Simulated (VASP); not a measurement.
Wanted: the native input for a VASP 6.6.1 run.

* Task: single point
* Functional: LDA
* Potentials or basis: VASP PAW LDA potentials, release 64 (Sr_sv, Ir)
* Cutoff: 520 eV
* k mesh: 7 × 7 × 7
* Occupations: gaussian, width 0.025 eV
* Spin: no spin polarisation
* Dipole correction: no
* Further INCAR settings: ALGO = Normal; EDIFF = 1e-06; NBANDS = 22

The structure of Sr2Ir lies in POSCAR:

```
Sr2Ir
1.0
    0.0000000000      3.6122277800      3.6122277800
    3.6122277800      0.0000000000      3.6122277800
    3.6122277800      3.6122277800      0.0000000000
Sr Ir
2 1
Direct
    0.7500000000      0.7500000000      0.7500000000
    0.2500000000      0.2500000000      0.2500000000
    0.0000000000      0.0000000000      0.0000000000
```

The input as run:

INCAR

```
PREC     = Accurate       # precision mode
ENCUT    = 520            # plane-wave cutoff, eV
EDIFF    = 1E-6           # SCF threshold, eV
ISMEAR   = 0              # smearing method
SIGMA    = 0.025          # smearing width, eV
LREAL    = F              # projectors in reciprocal space
LASPH    = T              # aspherical terms in the spheres
NELM     = 80             # most SCF steps
ALGO     = Normal         # electronic algorithm
ISIF     = 2              # what is computed and relaxed
LWAVE    = F              # write WAVECAR
LCHARG   = F              # write CHGCAR
NBANDS   = 22             # bands
```

KPOINTS

```
Automatic mesh
0
Gamma
  7 7 7
```

Potentials or basis: VASP PAW LDA potentials, release 64 (Sr_sv, Ir).

Run with:

```bash
$ cat potpaw_LDA.64/Sr_sv/POTCAR potpaw_LDA.64/Ir/POTCAR > POTCAR
$ mpirun -np 1 vasp_std > vasp.out
```

Results of the run:

| Property | Result |
| --- | --- |
| Pressure | -3.1 GPa |
| Band gap on the k mesh | zero (an odd number of electrons rules out a gap without spin polarisation) |

Caveat: the cell stands under tension; spin-orbit coupling is left out, which moves the levels of the heavy elements.

It took 85 s on 1 thread of Intel Xeon 8259CL, on a shared host, peak memory 0.21 GiB.
